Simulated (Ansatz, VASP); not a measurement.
# Ga: VASP beside Ansatz

File INCAR:

```
PREC = Accurate ; ENCUT = 520
EDIFF = 1E-6 ; ISMEAR = -1
SIGMA = 0.05 ; LREAL = F
LASPH = T ; NELM = 100
ALGO = Fast ; ISIF = 2
LWAVE = F ; LCHARG = T
GGA = PE ; LELF = T
LVHAR = T ; NBANDS = 34
```

KPOINTS

```
Automatic mesh
0
Gamma
  7 7 6
```

The input POSCAR:

```
Ga
1.0
    3.8918179022     -2.3722613222      0.0000000000
    3.8918179022      2.3722613222      0.0000000000
    0.0000000000      0.0000000000      4.5762813287
Ga
4
Direct
    0.6655504900      0.0096853900      0.2500000000
    0.0096853900      0.6655504900      0.7500000000
    0.3344495100      0.9903146100      0.7500000000
    0.9903146100      0.3344495100      0.2500000000
```

Contents of input.yaml:

```yaml
crystal:
  lattice:
    - [3.8918179022, -2.3722613222, 0.0]
    - [3.8918179022, 2.3722613222, 0.0]
    - [0.0, 0.0, 4.5762813287]
  atoms:
    - { symbol: Ga, position: [0.66555049, 0.00968539, 0.25] }
    - { symbol: Ga, position: [0.00968539, 0.66555049, 0.75] }
    - { symbol: Ga, position: [0.33444951, 0.99031461, 0.75] }
    - { symbol: Ga, position: [0.99031461, 0.33444951, 0.25] }
hamiltonian:
  xc: pbe
  pseudopotentials: { kind: paw }
kpoints:
  mp_grid: { grid: [7, 7, 6] }
scf:
  occupations: { method: fermi_dirac, width: 0.05 }
output:
  forces: true
  stress: true
  eigenvalues: true
```

Alike in both runs: task single point; functional PBE; k mesh 7 × 7 × 6; occupations fermi-dirac, width 0.05 eV; no spin polarisation.

|  | VASP | Ansatz |
| --- | --- | --- |
| version | VASP 6.6.1 | Ansatz 0.2.0 |
| potentials or method | VASP PAW PBE potentials, release 64 (Ga_d) | Ansatz PAW |
| plane-wave cutoff (eV) | 520 | 420 |
| valence electrons in the cell | 52 | 52 |

Ansatz gave:

- gap on the k mesh at the Fermi level (eV): none
- pressure (GPa): 0.1
- traceless stress, the component that is largest in VASP (GPa): 0.26
- rms of the force components (eV/Å): 0.008

Problem. Which values does VASP return?

Solution. gap on the k mesh at the Fermi level (eV): none; pressure (GPa): 0.1; traceless stress, the component that is largest in VASP (GPa): 0.28; rms of the force components (eV/Å): 0.008.

Atom by atom the forces differ by 0.001 eV/Å (rms over components). A gap of «none» marks a metal or a gap that the smearing closes.
